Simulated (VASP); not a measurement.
Wanted: the native input for a VASP 6.6.1 run.

```yaml
Task: single point
Functional: LDA
Potentials_or_basis: VASP PAW LDA potentials, release 64 (Ag, I)
Cutoff: 500 eV
k_mesh: 6 × 6 × 4
Occupations: gaussian, width 0.01 eV
Spin: no spin polarisation
Dipole_correction: no
Further_INCAR_settings: ALGO = Normal; EDIFF = 1e-06; NBANDS = 26
```

The structure of AgI lies in POSCAR:

```
AgI
1.0
    4.5074146399      0.0000000000      0.0000000000
   -2.2537073199      3.9035355835      0.0000000000
    0.0000000000      0.0000000000      7.3185527898
Ag I
2 2
Direct
    0.6666666667      0.3333333333      0.6277265145
    0.3333333333      0.6666666667      0.1277265145
    0.6666666667      0.3333333333      0.0022734855
    0.3333333333      0.6666666667      0.5022734855
```

This cell differs from its parent crystal: in-plane strain +0.005.

The input as run:

INCAR

```
PREC = Accurate ; ENCUT = 500
EDIFF = 1E-6 ; ISMEAR = 0
SIGMA = 0.01 ; LREAL = F
LASPH = T ; NELM = 120
ALGO = Normal ; ISIF = 2
LWAVE = F ; LCHARG = F
GGA = CA ; NBANDS = 26
GGA_COMPAT = F
```

KPOINTS

```
regular mesh
0
Gamma
  6 6 4
```

Potentials or basis: VASP PAW LDA potentials, release 64 (Ag, I).

The run is started by

```sh
$ cat potpaw_LDA.64/Ag/POTCAR potpaw_LDA.64/I/POTCAR > POTCAR
$ mpirun -np 1 vasp_std > vasp.out
```

It gave:

```
Pressure               : -0.3 GPa
Largest force          : 0.048 eV/Å
Band gap on the k mesh : 1.14 eV
```

Caveat: the cell differs from its parent crystal (in-plane strain +0.005); spin-orbit coupling is left out, which moves the levels of the heavy elements.

It took 96 s on 1 thread of Intel Xeon 8259CL (shared host), peak memory 0.24 GiB.
